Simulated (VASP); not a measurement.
# Ti2Ge6Mo (Fmmm) in VASP: a series of runs, part 2 of 2

VASP 6.6.1.

**3. Single point, PBE**

This run uses another cell than the first one, of 18.03 Å³/atom.

Input file INCAR:

```
ALGO = Normal
EDIFF = 1E-6
ENCUT = 520
GGA = PE
ISIF = 2
ISMEAR = 0
LASPH = T
LCHARG = F
LREAL = F
LWAVE = F
NBANDS = 71
NELM = 100
PREC = Accurate
SIGMA = 0.1
```

Input file KPOINTS:

```
k-points
0
Gamma
  4 4 4
```

Input file POSCAR:

```
Ti2Ge6Mo
1.0
    0.0000000000      4.3477706500      7.4812525200
    2.4937508400      0.0000000000      7.4812525200
    2.4937508400      4.3477706500      0.0000000000
Ti Ge Mo
2 6 1
Direct
    0.6666666700      0.6666666700      0.3333333300
    0.3333333300      0.3333333300      0.6666666700
    0.0049924100      0.3283409300      0.6716590700
    0.3383257400      0.6616742600      0.3383257400
    0.6716590700      0.9950075900      0.0049924100
    0.3283409300      0.0049924100      0.9950075900
    0.6616742600      0.3383257400      0.6616742600
    0.9950075900      0.6716590700      0.3283409300
    0.0000000000      0.0000000000      0.0000000000
```

Potentials or basis: VASP PAW PBE potentials, release 64 (Ti_sv, Ge_d, Mo_sv).

Command:

```bash
$ cat potpaw_PBE.64/Ti_sv/POTCAR potpaw_PBE.64/Ge_d/POTCAR potpaw_PBE.64/Mo_sv/POTCAR > POTCAR
$ mpirun -np 1 vasp_std > vasp.out
```

OUTCAR:

```text
EDIFF = 1E-6
   ENCUT = 520
   GGA = PE
   ISIF = 2
   ISMEAR = 0
   LASPH = T
   LREAL = F
   NELM = 100
   PREC = Accurate

 ion  position               nearest neighbor table
   1  0.667  0.667  0.333-   5 2.86   8 2.86   6 2.86   6 2.86   3 2.86   3 2.86   7 2.86   4 2.86

   2  0.333  0.333  0.667-   3 2.86   6 2.86   8 2.86   8 2.86   5 2.86   5 2.86   4 2.86   7 2.86

   3  0.005  0.328  0.672-   6 2.81   2 2.86   1 2.86   1 2.86   9 2.86
   4  0.338  0.662  0.338-   7 2.81   9 2.86   9 2.86   2 2.86   1 2.86   9 2.94
   5  0.672  0.995  0.005-   8 2.81   1 2.86   2 2.86   2 2.86   9 2.86
   6  0.328  0.005  0.995-   3 2.81   2 2.86   1 2.86   1 2.86   9 2.86
   7  0.662  0.338  0.662-   4 2.81   9 2.86   9 2.86   2 2.86   1 2.86   9 2.94
   8  0.995  0.672  0.328-   5 2.81   1 2.86   2 2.86   2 2.86   9 2.86
   9  0.000  0.000  0.000-   7 2.86   7 2.86   4 2.86   4 2.86   6 2.86   8 2.86   3 2.86   5 2.86
                             7 2.94   4 2.94

  LATTYP: Found a face centered orthorhombic cell.
 ALAT       =     4.9875016800
 B/A-ratio  =     1.7434663400
 C/A-ratio  =     3.0000000000

  Lattice vectors:

 A1 = (   0.0000000000,   4.3477706500,   7.4812525200)
 A2 = (   2.4937508400,   0.0000000000,   7.4812525200)
 A3 = (   2.4937508400,   4.3477706500,   0.0000000000)

Analysis of symmetry for initial positions (statically):
=====================================================================
 Subroutine PRICEL returns:
 Original cell was already a primitive cell.

 Routine SETGRP: Setting up the symmetry group for a
 face centered orthorhombic supercell.

 Subroutine GETGRP returns: Found  8 space group operations
 (whereof  8 operations were pure point group operations)
 out of a pool of  8 trial point group operations.

The static configuration has the point symmetry D_2h.

Analysis of symmetry for dynamics (positions and initial velocities):
[... 143 lines left out ...]
   GGA     = PE    functional components
   LHFCALC =     F    Hartree Fock is set to
   AEXX    =    0.0000 exact exchange contribution
   IVDW    =     0    specifies the selected vdW correction
   LEPSILON=     F    determine dielectric tensor
   LRPA    =     F    only Hartree local field effects (RPA)
 non-spin polarized calculation
 Gauss-broadening in eV      SIGMA  =   0.10
  energy-cutoff  :      520.00
  volume of cell :      162.23
 maximum number of plane-waves:      4395
   NGX = 33   NGY = 29   NGZ = 19

 number of electron     122.0000001 magnetization

 Free energy of the ion-electron system (eV)
  ---------------------------------------------------
  ext. energy  EPLUGINS =         0.00000000
  ---------------------------------------------------
  free energy    TOTEN  =       -55.17118863 eV

  energy without entropy =      -55.14637551  energy(sigma->0) =      -55.15878207

 E-fermi :   7.2273     XC(G=0): -11.6023

 val. band max:        7.2199008878   @ k =  -0.2500   0.2500   0.0000
 cond. band min:       7.2410894916   @ k =   0.5000  -0.2500   0.2500
 fundamental gap:      0.0211886038
 Fermi energy:         7.2272532586

 k-point     1 :       0.0000    0.0000    0.0000
  band No.  band energies     occupation
      1     -53.4751      2.00000
      2     -49.6012      2.00000
      3     -49.5978      2.00000
      4     -27.5678      2.00000
      5     -27.5668      2.00000
      6     -27.4788      2.00000
[... 1321 lines left out ...]
     70      10.1744      0.00000
     71      10.3059      0.00000

------------------------ aborting loop because EDIFF is reached ----------------------------------------

  FORCE on cell =-STRESS in cart. coord.  units (eV):
  Direction    XX          YY          ZZ          XY          YZ          ZX
  --------------------------------------------------------------------------------------
  -------------------------------------------------------------------------------------
  Total      -12.4073628    -10.0875486    -12.5426738      0.0000000      0.0000000      0.0000000
  in kB     -122.5366688    -99.6258932   -123.8730167      0.0000000      0.0000000      0.0000000
  external PRESSURE =    -115.3451929 kB  Pullay stress =       0.0000000 kB

 VOLUME and BASIS-vectors are now :
 -----------------------------------------------------------------------------
  energy-cutoff  :      520.00
  volume of cell :      162.23
      direct lattice vectors                 reciprocal lattice vectors
     0.000000000  4.347770650  7.481252520    -0.200501186  0.115001466  0.066833729
     2.493750840  0.000000000  7.481252520     0.200501186 -0.115001466  0.066833729
     2.493750840  4.347770650  0.000000000     0.200501186  0.115001466 -0.066833729

 POSITION                                       TOTAL-FORCE (eV/Angst)
 -----------------------------------------------------------------------------------
      2.49375      4.34777      9.97500        -0.000000      0.000000      0.212375
      2.49375      4.34777      4.98750        -0.000000      0.000000     -0.212375
      2.49375      2.94193      2.49375        -0.000000      0.233013     -0.252568
      2.49375      2.94193      7.48125        -0.000000      0.059136     -0.000000
      2.49375      2.94193     12.46875        -0.000000      0.233013      0.252568
      2.49375      5.75362      2.49375        -0.000000     -0.233013     -0.252568
      2.49375      5.75362      7.48125        -0.000000     -0.059136     -0.000000
      2.49375      5.75362     12.46875        -0.000000     -0.233013      0.252568
      0.00000      0.00000      0.00000         0.000000      0.000000     -0.000000
 -----------------------------------------------------------------------------------
    total drift:                               -0.000000     -0.000000      0.000000

  FREE ENERGIE OF THE ION-ELECTRON SYSTEM (eV)
  ---------------------------------------------------
  free  energy   TOTEN  =       -55.1711886319 eV

  energy  without entropy=      -55.1463755120  energy(sigma->0) =      -55.15878207
```

stdout:

```text
POSCAR found type information on POSCAR TiGeMo
 POSCAR found :  3 types and       9 ions
 scaLAPACK will be used
 LDA part: xc-table for (Slater+PW92), standard interpolation
 POSCAR, INCAR and KPOINTS ok, starting setup
 FFT: planning ... GRIDC
 FFT: planning ... GRID_SOFT
 FFT: planning ... GRID
 WAVECAR not read
 entering main loop
```

Wall time 5.8 min (1 thread of Intel Xeon Platinum 8488C (Sapphire Rapids), shared host); peak memory 0.49 GiB.

What came out:

- Free energy: -55.1712 eV
- Pressure: -11.5 GPa
- Largest force: 0.344 eV/Å
- Band gap on the k mesh: zero (bands 61 and 62 overlap by 0.96 eV)

Forces in eV/Å, atoms in the order of the input:
```
Ti   0.000  0.000  0.212
Ti   0.000  0.000 -0.212
Ge   0.000  0.233 -0.253
Ge   0.000  0.059  0.000
Ge   0.000  0.233  0.253
Ge   0.000 -0.233 -0.253
Ge   0.000 -0.059  0.000
Ge   0.000 -0.233  0.253
Mo   0.000  0.000  0.000
```

Caveat: the k points lie up to 0.38 Å⁻¹ apart, too coarse for converged energies and pressures of a metal.
